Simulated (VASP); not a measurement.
The system is AlFe.

```
CELL_PARAMETERS angstrom
2.91000 0.00000 0.00000
0.00000 2.91000 0.00000
0.00000 0.00000 2.91000
ATOMIC_POSITIONS crystal
Fe 0.50000 0.50000 0.50000
Al 0.00000 0.00000 0.00000
```

```yaml
Program: VASP 6.6.1
Task: relaxation of cell and atoms
Functional: BLYP
Dispersion: D4
Potentials_or_basis: VASP PAW PBE potentials, release 64 (Fe, Al)
Cutoff: 600 eV
k_mesh: 9 × 9 × 9
Occupations: fermi-dirac, width 0.05 eV
Spin: collinear spin, ferromagnetic start
Starting_moments: "[3.0, 0.0] μB"
```

At the start: pressure -11.2 GPa; volume 12.32 Å³/atom.

How do energy, volume and symmetry change on relaxing?

Over 3 steps the energy falls by 31.7 meV/atom and the volume is 11.48 Å³/atom (-6.8 %); space group Pm-3m (No. 221, to 0.1 Å) before and after; moment 0.52 μB per cell.

Step by step:
| step | energy change (eV) | largest force (eV/Å) | pressure (GPa) | volume (Å³) |
| --- | --- | --- | --- | --- |
| 1 | 0.0000 | 0.0000 | -11.22 | 24.64 |
| 2 | -0.0182 | 0.0000 | 12.03 | 21.69 |
| 3 | -0.0633 | 0.0000 | -0.06 | 22.97 |

Final structure:
```yaml
crystal:
  lattice:
    - [2.84247, 0.00000, 0.00000]
    - [0.00000, 2.84247, 0.00000]
    - [0.00000, 0.00000, 2.84247]
  atoms:
    - { symbol: Fe, position: [0.50000, 0.50000, 0.50000] }
    - { symbol: Al, position: [0.00000, 0.00000, 0.00000] }
```

Caveat: the PAW data sets were made with another functional, which shifts forces and pressure a little.
